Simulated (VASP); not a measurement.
As: single point with PBE+D3(BJ)

As, a slab with vacuum:

```
CELL_PARAMETERS angstrom
3.64306 0.00000 0.00000
-1.82153 3.09312 0.00000
0.00000 0.00000 28.57424
ATOMIC_POSITIONS crystal
As 0.33273 0.66547 0.47572
As 0.66727 0.33453 0.52428
```

```
Program                : VASP 6.6.1
Task                   : single point
Functional             : PBE
Dispersion             : D3(BJ)
Potentials or basis    : VASP PAW PBE potentials, release 64 (As)
Cutoff                 : 520 eV
k mesh                 : 9 × 9 × 1
Occupations            : fermi-dirac, width 0.02 eV
Spin                   : no spin polarisation
Dipole correction      : yes
Further INCAR settings : ALGO = Normal; EDIFF = 1e-06; NBANDS = 12
```

```
Largest force              : 0.093 eV/Å
Band gap on the k mesh     : 1.47 eV (least direct gap 1.85 eV)
Dispersion energy per atom : -0.208 eV
```

Forces on the atoms (eV/Å):
```
As   0.000 -0.010 -0.093
As   0.000  0.010  0.093
```

Levels at points of the mesh, in eV from the valence-band top:
```
           k point  band 1  band 2  band 3  band 4  band 5  band 6  band 7  band 8  band 9  band 10
(0.00, 0.00, 0.00)  -13.53   -7.19   -0.56   -0.15    0.00    1.85    3.38    3.53    4.81     5.07
```

It took 4.2 min on 1 thread of Intel Xeon 8259CL, on a shared host, peak memory 0.45 GiB.
